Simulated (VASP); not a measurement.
# Ir (Im-3m) in VASP: single point with PBEsol

Aim: the single point of Ir with PBEsol.

All numbers are computed with VASP 6.6.1; they aren't measurements. Logs are shortened: lines on timing, memory, paths and dates and some standing lists are left out, and cuts for length are marked.

### 1 The cell of the first run

Symmetry: Im-3m, No. 229, cubic system. Conventional cell: a = 3.078 Å, b = 3.078 Å, c = 3.078 Å, α = 90.00°, β = 90.00°, γ = 90.00°. Ir (site symmetry m-3m) has 14 Ir at 2.67 to 3.08 Å within 3.5 Å.

### 2 Single point, PBEsol

INCAR

```
PREC     = Accurate       # precision mode
ENCUT    = 520            # plane-wave cutoff, eV
EDIFF    = 1E-7           # SCF threshold, eV
ISMEAR   = -1             # smearing method
SIGMA    = 0.13605693000000002 # smearing width, eV
LREAL    = F              # projectors in reciprocal space
LASPH    = T              # aspherical terms in the spheres
NELM     = 60             # most SCF steps
ALGO     = Normal         # electronic algorithm
ISIF     = 2              # what is computed and relaxed
LWAVE    = F              # write WAVECAR
LCHARG   = F              # write CHGCAR
GGA      = PS             # functional
NBANDS   = 10             # bands
```

KPOINTS

```
Automatic mesh
0
Gamma
  15 15 15
```

POSCAR

```
Ir
1.0
   -1.5388376004      1.5388376004      1.5388376004
    1.5388376004     -1.5388376004      1.5388376004
    1.5388376004      1.5388376004     -1.5388376004
Ir
1
Direct
    0.0000000000      0.0000000000      0.0000000000
```

Potentials or basis: VASP PAW PBE potentials, release 64 (Ir).

Started as:

```
$ cat potpaw_PBE.64/Ir/POTCAR > POTCAR
$ mpirun -np 1 vasp_std > vasp.out
```

OUTCAR:

```text
PREC = Accurate
   ENCUT = 520
   EDIFF = 1E-7
   ISMEAR = -1
   LREAL = F
   LASPH = T
   NELM = 60
   ISIF = 2
   GGA = PS

 ion  position               nearest neighbor table
   1  0.000  0.000  0.000-

  LATTYP: Found a body centered cubic cell.
 ALAT       =     3.0776752008

  Lattice vectors:

 A1 = (  -1.5388376004,   1.5388376004,   1.5388376004)
 A2 = (   1.5388376004,  -1.5388376004,   1.5388376004)
 A3 = (   1.5388376004,   1.5388376004,  -1.5388376004)

Analysis of symmetry for initial positions (statically):
=====================================================================
 Subroutine PRICEL returns:
 Original cell was already a primitive cell.

 Routine SETGRP: Setting up the symmetry group for a
 body centered cubic supercell.

 Subroutine GETGRP returns: Found 48 space group operations
 (whereof 48 operations were pure point group operations)
 out of a pool of 48 trial point group operations.

The static configuration has the point symmetry O_h .

Analysis of symmetry for dynamics (positions and initial velocities):
=====================================================================
 Subroutine PRICEL returns:
 Original cell was already a primitive cell.

 Routine SETGRP: Setting up the symmetry group for a
 body centered cubic supercell.

 Subroutine GETGRP returns: Found 48 space group operations
 (whereof 48 operations were pure point group operations)
 out of a pool of 48 trial point group operations.

The dynamic configuration has the point symmetry O_h .

 Subroutine INISYM returns: Found 48 space group operations
 (whereof 48 operations are pure point group operations),
 and found     1 'primitive' translations

----------------------------------------------------------------------------------------

                                     Primitive cell

  volume of cell :      14.5760

  direct lattice vectors                    reciprocal lattice vectors
    -1.538837600  1.538837600  1.538837600     0.000000000  0.324920576  0.324920576
     1.538837600 -1.538837600  1.538837600     0.324920576  0.000000000  0.324920576
     1.538837600  1.538837600 -1.538837600     0.324920576  0.324920576  0.000000000

  length of vectors
     2.665344908  2.665344908  2.665344908     0.459507086  0.459507086  0.459507086

  position of ions in fractional coordinates (direct lattice)
     0.000000000  0.000000000  0.000000000

  ion indices of the primitive-cell ions
   primitive index   ion index
                 1           1

----------------------------------------------------------------------------------------

 KPOINTS: Automatic mesh

Automatic generation of k-mesh.
 Grid dimensions read from file:
 generate k-points for:   15   15   15

 Generating k-lattice:

  Cartesian coordinates                     Fractional coordinates (reciprocal lattice)
     0.000000000  0.021661372  0.021661372     0.066666667  0.000000000  0.000000000
     0.021661372  0.000000000  0.021661372     0.000000000  0.066666667  0.000000000
     0.021661372  0.021661372  0.000000000     0.000000000  0.000000000  0.066666667

  Length of vectors
     0.030633806  0.030633806  0.030633806

  Shift w.r.t. Gamma in fractional coordinates (k-lattice)
     0.000000000  0.000000000  0.000000000

 Subroutine IBZKPT returns following result:
 ===========================================

 Found    120 irreducible k-points:

 Following reciprocal coordinates:
            Coordinates               Weight
  0.000000  0.000000  0.000000      1.000000
  0.066667  0.000000  0.000000     12.000000
  0.133333  0.000000  0.000000     12.000000
  0.200000  0.000000  0.000000     12.000000
  0.266667  0.000000  0.000000     12.000000
  0.333333  0.000000  0.000000     12.000000
[... 16 lines left out ...]
  0.333333  0.200000  0.000000     48.000000
  0.400000  0.200000  0.000000     24.000000
 [... further k-points ...]
   k-points           NKPTS =    120   k-points in BZ     NKDIM =    120   number of bands    NBANDS=     10
   number of dos      NEDOS =    301   number of ions     NIONS =      1
   total plane-waves  NPLWV =   8000
   dimension x,y,z NGX =    20 NGY =   20 NGZ =   20
   dimension x,y,z NGXF=    40 NGYF=   40 NGZF=   40
   ions per type =               1
   NGX,Y,Z   is equivalent  to a cutoff of  12.47, 12.47, 12.47 a.u.
   NGXF,Y,Z  is equivalent  to a cutoff of  24.95, 24.95, 24.95 a.u.
 SYSTEM =  unknown system
   PREC   = accura    normal or accurate (medium, high low for compatibility)
   ISTART =      0    job   : 0-new  1-cont  2-samecut
   ICHARG =      2    charge: 1-file 2-atom 10-const
   ISPIN  =      1    spin polarized calculation?
   LNONCOLLINEAR =      F non collinear calculations
   LSORBIT =      F    spin-orbit coupling
   LASPH  =      T    aspherical Exc in radial PAW
   ENCUT  =  520.0 eV  38.22 Ry    6.18 a.u.   4.96  4.96  4.96*2*pi/ulx,y,z
   NELM   =     60;   NELMIN=  2; NELMDL= -5     # of ELM steps
   EDIFF  = 0.1E-06   stopping-criterion for ELM
   LREAL  =      F    real-space projection
   EDIFFG = 0.1E-05   stopping-criterion for IOM
   NSW    =      0    number of steps for IOM
   IBRION =     -1    ionic relax: 0-MD 1-quasi-New 2-CG
   NFREE  =      0    steps in history (QN), initial steepest desc. (CG)
   ISIF   =      2    stress and relaxation
   ISYM   =      2    0-nonsym 1-usesym 2-fastsym
   POTIM  = 0.5000    time-step for ionic-motion
   TEBEG  =    0.0;   TEEND  =   0.0 temperature during run
   PSTRESS=    0.0 pullay stress
   NELECT =       9.0000    total number of electrons
   NUPDOWN=      -1.0000    fix difference up-down
   EMIN   =  10.00;   EMAX   =-10.00  energy-range for DOS
   EFERMI =   0.00;   METHOD = LEGACY
   ISMEAR =    -1;   SIGMA  =   0.14  broadening in eV -4-tet -1-fermi 0-gaus
   EFERMI_NEDOS =   21; number of points for ismear=-14 and -15
   IALGO  =     38    algorithm
   IMIX   =      4    mixing-type and parameters
     AMIX     =   0.40;   BMIX     =  1.00
     AMIX_MAG =   1.60;   BMIX_MAG =  1.00
  volume/ion in A,a.u.               =      14.58        98.36
  Fermi-wavevector in a.u.,A,eV,Ry     =   1.394043  2.634360 26.440967  1.943356
  Thomas-Fermi vector in A             =   2.517631
   LORBIT       =      0    0 simple, 1 ext, 2 COOP (PROOUT), +10 PAW based schemes
   GGA     = PS    functional components
   LHFCALC =     F    Hartree Fock is set to
   AEXX    =    0.0000 exact exchange contribution
   IVDW    =     0    specifies the selected vdW correction
   LEPSILON=     F    determine dielectric tensor
   LRPA    =     F    only Hartree local field effects (RPA)
 non-spin polarized calculation
  energy-cutoff  :      520.00
  volume of cell :       14.58
 maximum number of plane-waves:       406
   NGX =  9   NGY =  9   NGZ =  9

 number of electron       9.0000000 magnetization

 Free energy of the ion-electron system (eV)
  ---------------------------------------------------
  ext. energy  EPLUGINS =         0.00000000
  ---------------------------------------------------
  free energy    TOTEN  =        -9.20893048 eV

  energy without entropy =       -9.08291747  energy(sigma->0) =       -9.14592398

 E-fermi :   9.5132     XC(G=0): -13.9105

 val. band max:        9.5129396033   @ k =   0.2667   0.2667   0.0667
 cond. band min:       9.5145547531   @ k =   0.3333   0.1333   0.1333
 fundamental gap:      0.0016151498
 Fermi energy:         9.5131760461

 k-point     1 :       0.0000    0.0000    0.0000
  band No.  band energies     occupation
      1      -1.1278      2.00000
      2       5.9172      2.00000
      3       5.9172      2.00000
      4       5.9172      2.00000
      5       8.9698      1.96381
      6       8.9698      1.96381
      7      26.4310      0.00000
      8      26.4310      0.00000
      9      26.4310      0.00000
     10      37.3094      0.00000

 k-point     2 :       0.0667    0.0000    0.0000
  band No.  band energies     occupation
      1      -0.9250      2.00000
      2       5.8233      2.00000
      3       5.9109      2.00000
      4       6.0968      2.00000
      5       8.8409      1.98581
      6       8.9761      1.96212
      7      26.5497      0.00000
      8      26.7033      0.00000
      9      26.7487      0.00000
     10      35.4402      0.00000

 k-point     3 :       0.1333    0.0000    0.0000
  band No.  band energies     occupation
      1      -0.3450      2.00000
      2       5.5668      2.00000
      3       5.8681      2.00000
      4       6.6248      2.00000
      5       8.5744      1.99799
      6       9.0006      1.95483
      7      26.7250      0.00000
      8      27.1659      0.00000
      9      27.6672      0.00000
     10      33.5058      0.00000

 k-point     4 :       0.2000    0.0000    0.0000
  band No.  band energies     occupation
      1       0.5083      2.00000
      2       5.2113      2.00000
      3       5.7841      2.00000
      4       7.4675      2.00000
      5       8.4115      1.99939
      6       9.0551      1.93329
      7      26.4022      0.00000
      8      26.6526      0.00000
      9      29.0921      0.00000
     10      32.8233      0.00000
[... 222 lines left out ...]
 k-point    22 :       0.2667    0.2000    0.0000
  band No.  band energies     occupation
      1       3.0292      2.00000
      2       4.5791      2.00000
      3       5.6249      2.00000
      4       8.4964      1.99886
      5       9.5362      0.91568
      6      12.4740      0.00000
      7      19.9169      0.00000
      8      23.3350      0.00000
      9      26.3823      0.00000
     10      31.3478      0.00000

 k-point    23 :       0.3333    0.2000    0.0000
  band No.  band energies     occupation
      1       3.0613      2.00000
      2       4.4630      2.00000
      3       6.2573      2.00000
      4       8.7107      1.99453
      5       9.6978      0.40947
      6      14.0275      0.00000
      7      17.7954      0.00000
      8      22.2333      0.00000
      9      25.8556      0.00000
     10      32.4537      0.00000

 k-point    24 :       0.4000    0.2000    0.0000
  band No.  band energies     occupation
      1       3.0384      2.00000
      2       4.4284      2.00000
      3       6.5336      2.00000
      4       8.7583      1.99224
      5       9.8629      0.14217
      6      15.0109      0.00000
      7      16.5868      0.00000
      8      21.7721      0.00000
      9      25.6793      0.00000
     10      33.5257      0.00000

 [... further k-points ...]

------------------------ aborting loop because EDIFF is reached ----------------------------------------

  FORCE on cell =-STRESS in cart. coord.  units (eV):
  Direction    XX          YY          ZZ          XY          YZ          ZX
  --------------------------------------------------------------------------------------
  -------------------------------------------------------------------------------------
  Total        0.1221564      0.1221564      0.1221564     -0.0000000     -0.0000000      0.0000000
  in kB       13.4272883     13.4272883     13.4272883     -0.0000000     -0.0000000      0.0000000
  external PRESSURE =      13.4272883 kB  Pullay stress =       0.0000000 kB

 VOLUME and BASIS-vectors are now :
 -----------------------------------------------------------------------------
  energy-cutoff  :      520.00
  volume of cell :       14.58
      direct lattice vectors                 reciprocal lattice vectors
    -1.538837600  1.538837600  1.538837600     0.000000000  0.324920576  0.324920576
     1.538837600 -1.538837600  1.538837600     0.324920576  0.000000000  0.324920576
     1.538837600  1.538837600 -1.538837600     0.324920576  0.324920576  0.000000000

 POSITION                                       TOTAL-FORCE (eV/Angst)
 -----------------------------------------------------------------------------------
      0.00000      0.00000      0.00000         0.000000      0.000000      0.000000
 -----------------------------------------------------------------------------------
    total drift:                                0.000000     -0.000000     -0.000000

  FREE ENERGIE OF THE ION-ELECTRON SYSTEM (eV)
  ---------------------------------------------------
  free  energy   TOTEN  =        -9.2089304828 eV

  energy  without entropy=       -9.0829174748  energy(sigma->0) =       -9.14592398
```

It took 6.1 s on 1 thread of Intel Xeon 6975P-C (Granite Rapids), shared host; peak memory 0.14 GiB.

Results:

* Free energy: -9.2089 eV
* Pressure: 1.3 GPa

Levels at points of the mesh, in eV from the Fermi level:
```csv
k point,band 1,band 2,band 3,band 4,band 5,band 6,band 7,band 8
"(0.00, 0.00, 0.00)",-10.64,-3.60,-3.60,-3.60,-0.54,-0.54,16.92,16.92
```

Caveat: the PAW data sets were made with another functional, which shifts forces and pressure a little; spin-orbit coupling is left out, which moves the levels of the heavy elements.
